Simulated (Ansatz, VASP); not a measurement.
One calculation of Nb, two programs

```
CELL_PARAMETERS angstrom
4.93068 0.00000 0.00000
-2.46534 4.27010 0.00000
0.00000 0.00000 3.02272
ATOMIC_POSITIONS crystal
Nb 0.00000 0.00000 0.00000
Nb 0.33333 0.66667 0.50000
Nb 0.66667 0.33333 0.50000
```

Alike in both runs: task single point; functional PBE; k mesh 6 × 6 × 6; occupations gaussian, width 0.1 eV; no spin polarisation.

```csv
,VASP,Ansatz
version,VASP 6.6.1,Ansatz 0.2.0
potentials or method,"VASP PAW PBE potentials, release 64 (Nb_sv), cutoff 520 eV","scalar-relativistic, plane waves, PAW"
valence electrons in the cell,39,39
```

|  | VASP | Ansatz | Ansatz less VASP |
| --- | --- | --- | --- |
| gap on the k mesh at the Fermi level (eV) | none | none | - |
| pressure (GPa) | -17.1 | -16.8 | +0.23 |
| traceless stress, the component that is largest in VASP (GPa) | -11.30 | -11.30 | -0.008 |

A gap of «none» marks a metal or a gap that the smearing closes. The functional is the same, so the differences come from potentials, cutoffs and numerics.
